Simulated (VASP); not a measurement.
## Ag: single point with r2SCAN

Ag:

```
CELL_PARAMETERS angstrom
-1.64738 1.65565 1.65565
1.64738 -1.65565 1.65565
1.64738 1.65565 -1.65565
ATOMIC_POSITIONS crystal
Ag 0.00000 0.00000 0.00000
```

This cell differs from its parent crystal: strain -0.0050 x Voigt [1, 0, 0, 0, 0, 0].

| Property | Result |
| --- | --- |
| Program | VASP 6.6.1 |
| Task | single point |
| Functional | r2SCAN |
| Potentials or basis | VASP PAW PBE potentials, release 64 (Ag) |
| Cutoff | 520 eV |
| k mesh | 20 × 20 × 20 |
| Occupations | gaussian, width 0.15 eV |
| Spin | no spin polarisation |
| Dipole correction | no |
| Further INCAR settings | ALGO = Normal; EDIFF = 1e-06; NBANDS = 12 |

```
Pressure               : -3.1 GPa
Band gap on the k mesh : zero (an odd number of electrons rules out a gap without spin polarisation)
```

Stress tensor (GPa, compression positive):
```
-3.14  0.00  0.00
 0.00 -3.02  0.00
 0.00  0.00 -3.02
```

Levels at points of the mesh, in eV from the Fermi level:
```csv
k point,band 2,band 3,band 4,band 5,band 6,band 7,band 8,band 9,band 10,band 11
"(0.00, 0.00, 0.00)",-5.09,-5.07,-5.07,-3.86,-3.84,18.42,18.42,18.51,23.98,23.98
"(0.50, 0.00, 0.00)",-5.78,-3.91,-3.75,-2.91,0.10,3.89,13.70,14.61,19.94,21.10
"(0.00, 0.50, 0.00)",-5.81,-3.89,-3.74,-2.91,0.13,3.94,13.62,14.49,19.86,20.98
"(0.50, 0.50, 0.50)",-6.40,-3.14,-3.14,-3.13,6.99,6.99,7.13,12.45,13.34,13.44
```

It took 120 s on 1 thread of Intel(R) Xeon(R) 6975P-C (Granite Rapids), on a shared host, peak memory 0.25 GiB.

Caveat: the cell differs from its parent crystal (strain -0.0050 x Voigt [1, 0, 0, 0, 0, 0]); the cell stands under tension; the PAW data sets were made with another functional, which shifts forces and pressure a little.
